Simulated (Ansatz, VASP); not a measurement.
**One calculation of LiBiSe2, two programs**

```
Li Bi Se
1.0
     2.11045    1.21847    6.75164
    -2.11045    1.21847    6.75164
     0.00000   -2.43693    6.75164
Li Bi Se
1 1 2
Direct
  0.00000 0.00000 0.00000
  0.50000 0.50000 0.50000
  0.25505 0.25505 0.25505
  0.74495 0.74495 0.74495
```

Alike in both runs: task single point; functional PBE; k mesh 6 × 6 × 6; no spin polarisation.

```csv
,VASP,Ansatz
version,VASP 6.6.1,Ansatz 0.2.0
potentials or method,"VASP PAW PBE potentials, release 64 (Li_sv, Bi_d, Se)","plane waves, PAW"
plane-wave cutoff (eV),520,420
occupations,"gaussian, width 0.01 eV",fixed
valence electrons in the cell,30,50
```

```tsv
	VASP	Ansatz	Ansatz less VASP
gap on the k mesh at the Fermi level (eV)	0.98	0.98	-0.003
rms of the force components (eV/Å)	0.112	0.114	+0.0014
```

Atom by atom the forces differ by 0.001 eV/Å (rms over components). VASP's potentials hold 30 valence electrons a cell and Ansatz's 50, so a difference there can come from the potentials and not from the codes.

Neither program's run includes spin-orbit coupling. Noted on VASP's run: the cutoff is short for stress, so the pressure is rough.
